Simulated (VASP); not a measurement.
Runs of VASP 6.6.1 on Bi. The structure is that of space group Pm-3m (No. 221), or close to it. The cells are those of the table. 

| task | level | potentials or basis | cell | cutoff (eV) | gap on the mesh (eV) | pressure (GPa) | largest force (eV/Å) |
| --- | --- | --- | --- | --- | --- | --- | --- |
| single point | PBE | VASP PAW PBE potentials, release 64 (Bi_d) | a = 4.627, b = 4.496, c = 6.477 Å, angles 90.0, 93.0, 90.0°, 4 atoms | 520 | none | (b) | 0.01 |
| single point | PBE | VASP PAW PBE potentials, release 64 (Bi_d) | a = 4.595, b = 4.465, c = 6.433 Å, angles 90.0, 93.0, 90.0°, 4 atoms | 520 | none | (a) | 0.01 |
| single point | PBE | VASP PAW PBE potentials, release 64 (Bi_d) | a = 4.658, b = 4.526, c = 6.521 Å, angles 90.0, 93.0, 90.0°, 4 atoms | 520 | none | 1.1 | - |
| single point | PBE | VASP PAW PBE potentials, release 64 (Bi_d) | a = 4.563, b = 4.434, c = 6.388 Å, angles 90.0, 93.0, 90.0°, 4 atoms | 520 | none | 4.8 | 0.01 |
| relaxation of cell and atoms | PBEsol | VASP PAW PBE potentials, release 64 (Bi_d) | relaxed from a = 4.658, b = 4.526, c = 6.521 Å, angles 90.0, 93.0, 90.0°, 4 atoms | 600 | - | 0.0 | - |
| single point | LDA | VASP PAW LDA potentials, release 64 (Bi_d) | a = 4.658, b = 4.526, c = 6.521 Å, angles 90.0, 93.0, 90.0°, 4 atoms | 520 | none | -2.5 | - |

Alike in all rows: no spin polarisation; k mesh 6 × 6 × 4; smearing fermi-dirac 0.05 eV.

Problem. Fill in the values left out.

Solution. (a) 3.4; (b) 2.2.

Caveats: spin-orbit coupling is left out, which moves the levels of the heavy elements; the cell stands under pressure (at least some runs); the highest band is partly filled, so the run has too few bands (at least some runs); the PAW data sets were made with another functional, which shifts forces and pressure a little (at least some runs).

A k mesh can miss the band edges, and the runs leave out spin-orbit coupling on Bi.

A gap of «none» marks levels without a gap at the run's occupations.
